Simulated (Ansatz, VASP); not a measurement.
# One calculation of Sn, two programs

```
Sn
1.0
    -2.90040    2.90040    1.57769
     2.90040   -2.90040    1.57769
     2.90040    2.90040   -1.57769
Sn
2
Cartesian
  0.0000 2.9004 0.7888
  0.0000 0.0000 0.0000
```

Change from the starting cell: functional lda, volume scaled by 0.96.

Alike in both runs: task single point; functional LDA; k mesh 12 × 12 × 12; occupations fermi-dirac, width 0.05 eV; no spin polarisation.

|  | VASP | Ansatz |
| --- | --- | --- |
| version | VASP 6.6.1 | Ansatz 0.2.0 |
| potentials or method | VASP PAW LDA potentials, release 64 (Sn_d), cutoff 520 eV | all-electron LAPW, scalar-relativistic |

Ansatz gave:

| Property | Result |
| --- | --- |
| pressure (GPa) | -0.8 |
| traceless stress, the component that is largest in VASP (GPa) | -0.10 |

**Question.** Estimate VASP's values.

**Answer.** Pressure (GPa): -0.9; traceless stress, the component that is largest in VASP (GPa): -0.10.

LDA's correlation is that of Perdew and Zunger in VASP and of Perdew and Wang (1992) in Ansatz. Ansatz ran all-electron here, and VASP with PAW potentials.
